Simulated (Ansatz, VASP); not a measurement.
## Rb in VASP and in Ansatz

```
CELL_PARAMETERS angstrom
4.01998 -8.52090 0.00000
4.01998 8.52090 0.00000
0.00000 0.00000 5.15621
ATOMIC_POSITIONS crystal
Rb 0.13160 0.86840 0.99957
Rb 0.63160 0.36840 0.50043
Rb 0.86840 0.13160 0.00043
Rb 0.36840 0.63160 0.49957
```

Alike in both runs: functional PBEsol; k mesh 8 × 8 × 6; occupations gaussian, width 0.1 eV; no spin polarisation.

Ansatz relaxed the structure, and its values are those at the end. VASP's run is a single point on that final structure, the one shown.

```csv
,VASP,Ansatz
version,VASP 6.6.1,Ansatz 0.2.0
potentials or method,"VASP PAW PBE potentials, release 64 (Rb_sv), cutoff 520 eV","scalar-relativistic, plane waves, PAW"
valence electrons in the cell,36,36
```

```csv
,VASP,Ansatz,Ansatz less VASP
gap on the k mesh at the Fermi level (eV),none,none,-
pressure (GPa),0.0,0.0,0.00
rms of the force components (eV/Å),0.004,0.003,-0.0012
```

VASP's potentials were made for PBE, not for PBEsol. A gap of «none» marks a metal or a gap that the smearing closes.
